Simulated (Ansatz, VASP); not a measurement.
## Two plane-wave programs on SnO2

```xyz
3
Lattice="0.0000 2.5337 2.5337 2.5337 0.0000 2.5337 2.5337 2.5337 0.0000" Properties=species:S:1:pos:R:3 pbc="T T T"
Sn    0.0000    0.0000    0.0000
O     1.2668    1.2668    1.2668
O     3.8005    3.8005    3.8005
```

Alike in both runs: functional r2SCAN; k mesh 10 × 10 × 10; occupations gaussian, width 0.02 eV; no spin polarisation.

Ansatz relaxed the structure, and its values are those at the end. VASP's run is a single point on that final structure, the one shown.

|  | VASP | Ansatz |
| --- | --- | --- |
| version | VASP 6.6.1 | Ansatz 0.2.0 |
| potentials or method | VASP PAW PBE potentials, release 64 (Sn_d, O), cutoff 520 eV | scalar-relativistic, plane waves, PAW |
| valence electrons in the cell | 26 | 26 |

Ansatz gave:

| Property | Result |
| --- | --- |
| gap on the k mesh at the Fermi level (eV) | 0.84 |
| least direct gap on the mesh (eV) | 2.27 |
| pressure (GPa) | 0.0 |

Problem. Estimate VASP's values.

Solution. gap on the k mesh at the Fermi level (eV): 0.86; least direct gap on the mesh (eV): 2.29; pressure (GPa): 1.3.

VASP's potentials were made for PBE, not for r2SCAN.
